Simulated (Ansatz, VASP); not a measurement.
## Ti: VASP beside Ansatz

```
Ti
1.0
    -1.62774    1.62774    1.62774
     1.62774   -1.62774    1.62774
     1.62774    1.62774   -1.62774
Ti
1
Direct
  0.00000 0.00000 0.00000
```

Alike in both runs: task single point; functional PBE; k mesh 22 × 22 × 22; occupations gaussian, width 0.15 eV; no spin polarisation.

```csv
,VASP,Ansatz
version,VASP 6.6.1,Ansatz 0.2.0
potentials or method,"VASP PAW PBE potentials, release 64 (Ti_sv), cutoff 520 eV","scalar-relativistic, plane waves, PAW"
valence electrons in the cell,12,12
```

```csv
,VASP,Ansatz,Ansatz less VASP
gap on the k mesh at the Fermi level (eV),none,none,-
pressure (GPa),-0.2,0.1,+0.25
```

A gap of «none» marks a metal or a gap that the smearing closes.
